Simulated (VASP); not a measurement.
# Pt (Pm-3m) in VASP: further runs, part 2 of 2

VASP 6.6.1. Earlier steps stand in the parts before.

## 4. Single point, LDA (volume scaled by 0.85)

The input, INCAR:

```
SYSTEM = Pt
PREC     = Accurate       ! precision mode
ENCUT    = 520            ! plane-wave cutoff, eV
EDIFF    = 1E-6           ! SCF threshold, eV
ISMEAR   = -1             ! smearing method
SIGMA    = 0.1            ! smearing width, eV
LREAL    = .False.        ! projectors in reciprocal space
LASPH    = .True.         ! aspherical terms in the spheres
NELM     = 80             ! most SCF steps
ALGO     = Normal         ! electronic algorithm
ISIF     = 2              ! what is computed and relaxed
LWAVE    = .False.        ! write WAVECAR
LCHARG   = .False.        ! write CHGCAR
NBANDS   = 11             ! bands
```

The input, KPOINTS:

```
Automatic mesh
0
Gamma
  17 17 17
  0 0 0
```

The input, POSCAR:

```
Pt
1.0
    2.4346290923      0.0000000000      0.0000000000
    0.0000000000      2.4346290923      0.0000000000
    0.0000000000      0.0000000000      2.4346290923
Pt
1
Direct
    0.0000000000      0.0000000000      0.0000000000
```

Potentials or basis: VASP PAW LDA potentials, release 64 (Pt).

Launch:

```console
$ cat potpaw_LDA.64/Pt/POTCAR > POTCAR
$ mpirun -np 1 vasp_std > vasp.out
```

OUTCAR:

```text
SYSTEM = Pt
   PREC = Accurate
   ENCUT = 520
   EDIFF = 1E-6
   ISMEAR = -1
   LREAL = .False.
   LASPH = .True.
   NELM = 80
   ISIF = 2

 ion  position               nearest neighbor table
   1  0.000  0.000  0.000-

  LATTYP: Found a simple cubic cell.
 ALAT       =     2.4346290923

  Lattice vectors:

 A1 = (   2.4346290923,   0.0000000000,   0.0000000000)
 A2 = (   0.0000000000,   2.4346290923,   0.0000000000)
 A3 = (   0.0000000000,   0.0000000000,   2.4346290923)

Analysis of symmetry for initial positions (statically):
=====================================================================
 Subroutine PRICEL returns:
 Original cell was already a primitive cell.

 Routine SETGRP: Setting up the symmetry group for a
 simple cubic supercell.

 Subroutine GETGRP returns: Found 48 space group operations
 (whereof 48 operations were pure point group operations)
 out of a pool of 48 trial point group operations.

The static configuration has the point symmetry O_h .

Analysis of symmetry for dynamics (positions and initial velocities):
=====================================================================
 Subroutine PRICEL returns:
 Original cell was already a primitive cell.

 Routine SETGRP: Setting up the symmetry group for a
 simple cubic supercell.

 Subroutine GETGRP returns: Found 48 space group operations
 (whereof 48 operations were pure point group operations)
 out of a pool of 48 trial point group operations.

The dynamic configuration has the point symmetry O_h .

 Subroutine INISYM returns: Found 48 space group operations
 (whereof 48 operations are pure point group operations),
 and found     1 'primitive' translations

----------------------------------------------------------------------------------------

                                     Primitive cell

  volume of cell :      14.4311

[... 105 lines left out ...]
     AMIX     =   0.40;   BMIX     =  1.00
     AMIX_MAG =   1.60;   BMIX_MAG =  1.00
  volume/ion in A,a.u.               =      14.43        97.39
  Fermi-wavevector in a.u.,A,eV,Ry     =   1.448690  2.737626 28.554570  2.098702
  Thomas-Fermi vector in A             =   2.566502
   LORBIT       =      0    0 simple, 1 ext, 2 COOP (PROOUT), +10 PAW based schemes
   GGA     = CA    functional components
   LHFCALC =     F    Hartree Fock is set to
   AEXX    =    0.0000 exact exchange contribution
   IVDW    =     0    specifies the selected vdW correction
   LEPSILON=     F    determine dielectric tensor
   LRPA    =     F    only Hartree local field effects (RPA)
 non-spin polarized calculation
  energy-cutoff  :      520.00
  volume of cell :       14.43
 maximum number of plane-waves:       401
 NGX is ok and might be reduce to    18
   NGX =  9   NGY =  9   NGZ =  9

 number of electron      10.0000000 magnetization

 number of electron       9.9999998 magnetization

 Free energy of the ion-electron system (eV)
  ---------------------------------------------------
  ext. energy  EPLUGINS =         0.00000000
  ---------------------------------------------------
  free energy    TOTEN  =        -6.58041063 eV

  energy without entropy =       -6.54713314  energy(sigma->0) =       -6.56377188

 E-fermi :  12.0997     XC(G=0): -13.7975

 val. band max:       12.0993549999   @ k =   0.1176   0.1176   0.0588
 cond. band min:      12.1210961148   @ k =   0.1176   0.0000   0.0000
 fundamental gap:      0.0217411149
 Fermi energy:        12.0997400485

 k-point     1 :       0.0000    0.0000    0.0000
  band No.  band energies     occupation
      1       1.4191      2.00000
      2       4.2482      2.00000
      3       4.2482      2.00000
      4      12.6431      0.00870
      5      12.6431      0.00870
      6      12.6431      0.00870
      7      28.3907      0.00000
      8      28.3907      0.00000
      9      28.3907      0.00000
     10      35.5069      0.00000
     11      38.3593      0.00000
[... 309 lines left out ...]
 k-point    24 :       0.4706    0.1176    0.0000
  band No.  band energies     occupation
      1       4.8162      2.00000
      2       5.6465      2.00000
      3       7.7479      2.00000
      4       9.5563      2.00000
      5      12.1303      0.84835
      6      12.5035      0.03468
      7      18.2500      0.00000
      8      28.8974      0.00000
      9      32.1329      0.00000
     10      33.2169      0.00000
     11      36.3640      0.00000

 [... further k-points ...]
[... 5 lines left out ...]
  --------------------------------------------------------------------------------------
  -------------------------------------------------------------------------------------
  Total        5.2860754      5.2860754      5.2860754      0.0000000      0.0000000     -0.0000000
  in kB      586.8748755    586.8748755    586.8748755      0.0000000      0.0000000     -0.0000000
  external PRESSURE =     586.8748755 kB  Pullay stress =       0.0000000 kB

 VOLUME and BASIS-vectors are now :
 -----------------------------------------------------------------------------
  energy-cutoff  :      520.00
  volume of cell :       14.43
      direct lattice vectors                 reciprocal lattice vectors
     2.434629092  0.000000000  0.000000000     0.410740183  0.000000000  0.000000000
     0.000000000  2.434629092  0.000000000     0.000000000  0.410740183  0.000000000
     0.000000000  0.000000000  2.434629092     0.000000000  0.000000000  0.410740183

 POSITION                                       TOTAL-FORCE (eV/Angst)
 -----------------------------------------------------------------------------------
      0.00000      0.00000      0.00000         0.000000      0.000000      0.000000
 -----------------------------------------------------------------------------------
    total drift:                                0.000000      0.000000     -0.000000

  FREE ENERGIE OF THE ION-ELECTRON SYSTEM (eV)
  ---------------------------------------------------
  free  energy   TOTEN  =        -6.5804106284 eV

  energy  without entropy=       -6.5471331372  energy(sigma->0) =       -6.56377188
```

OSZICAR:

```text
N       E                     dE             d eps       ncg     rms          rms(c)
DAV:   1     0.406494327522E+02    0.40649E+02   -0.53668E+03  3670   0.843E+02
DAV:   2    -0.633536769968E+01   -0.46985E+02   -0.45114E+02  4143   0.183E+02
DAV:   3    -0.694795924616E+01   -0.61259E+00   -0.61013E+00  4290   0.199E+01
DAV:   4    -0.695075739626E+01   -0.27982E-02   -0.27979E-02  4244   0.155E+00
DAV:   5    -0.695078114465E+01   -0.23748E-04   -0.23748E-04  4338   0.132E-01    0.171E+01
DAV:   6    -0.663989764814E+01    0.31088E+00   -0.54724E-01  3990   0.608E+00    0.922E+00
DAV:   7    -0.658595863407E+01    0.53939E-01   -0.11773E-01  4263   0.273E+00    0.263E+00
DAV:   8    -0.658047091783E+01    0.54877E-02   -0.84315E-03  4038   0.868E-01    0.366E-01
DAV:   9    -0.658040509118E+01    0.65827E-04   -0.72534E-05  4323   0.784E-02    0.250E-02
DAV:  10    -0.658041046101E+01   -0.53698E-05   -0.25697E-06  4326   0.110E-02    0.589E-03
DAV:  11    -0.658041062840E+01   -0.16739E-06   -0.65856E-08  2436   0.229E-03
   1 F= -.65804106E+01 E0= -.65637719E+01  d E =-.332775E-01
```

stdout:

```text
POSCAR found type information on POSCAR Pt
 POSCAR found :  1 types and       1 ions
 scaLAPACK will be used
 LDA part: xc-table for (Slater(with rela. corr.)+CA(PZ))
 , standard interpolation
 POSCAR, INCAR and KPOINTS ok, starting setup
 FFT: planning ... GRIDC
 FFT: planning ... GRID_SOFT
 FFT: planning ... GRID
 WAVECAR not read
 entering main loop
```

It took 22 s on 1 thread of AMD EPYC 7R13, shared host; peak memory 0.1 GiB.

What came out:

```
Free energy            : -6.5804 eV
Pressure               : 58.7 GPa
Band gap on the k mesh : zero (band 5 reaches 14.94 eV, above the bottom of band 6 at 10.65 eV)
```

Caveat: spin-orbit coupling is left out, which moves the levels of the heavy elements.

## 5. Single point, LDA (volume scaled by 0.95)

The input, INCAR:

```
  PREC = Accurate
  ENCUT = 520
  EDIFF = 1E-6
  ISMEAR = -1
  SIGMA = 0.1
  LREAL = False
  LASPH = True
  NELM = 80
  ALGO = Normal
  ISIF = 2
  LWAVE = False
  LCHARG = False
  NBANDS = 11
```

The input, KPOINTS:

```
Automatic mesh
0
Gamma
  17 17 17
```

The input, POSCAR:

```
Pt
1.0
    2.5265876392      0.0000000000      0.0000000000
    0.0000000000      2.5265876392      0.0000000000
    0.0000000000      0.0000000000      2.5265876392
Pt
1
Direct
    0.0000000000      0.0000000000      0.0000000000
```

Launch:

```console
$ cat potpaw_LDA.64/Pt/POTCAR > POTCAR
$ mpirun -np 1 vasp_std > vasp.out
```

Wall time 23 s (1 thread of AMD EPYC 7R13, shared host); peak memory 0.11 GiB.

Results (log left out):

* Free energy: -6.9439 eV
* Pressure: 14.2 GPa
* Band gap on the k mesh: zero (band 5 reaches 12.27 eV, above the bottom of band 6 at 8.72 eV)

Levels at points of the mesh, in eV from the Fermi level:
| k point | band 2 | band 3 | band 4 | band 5 | band 6 | band 7 | band 8 | band 9 |
| --- | --- | --- | --- | --- | --- | --- | --- | --- |
| (0.00, 0.00, 0.00) | -6.68 | -6.68 | 0.42 | 0.42 | 0.42 | 15.73 | 15.73 | 15.73 |

Caveat: spin-orbit coupling is left out, which moves the levels of the heavy elements.

## 6. Summary

```tsv
cell	gap on the mesh (eV)	pressure (GPa)
a = 2.335 Å, 1 atom	none	141.7
a = 2.435 Å, 1 atom	none	58.7
a = 2.527 Å, 1 atom	none	14.2
```

Alike in all rows: task single point; level LDA; potentials or basis VASP PAW LDA potentials, release 64 (Pt); no spin polarisation; k mesh 17 × 17 × 17; cutoff (eV) 520; smearing fermi-dirac 0.1 eV.

Caveats: spin-orbit coupling is left out, which moves the levels of the heavy elements.

Absolute energies hang on the potentials; compare differences alone.
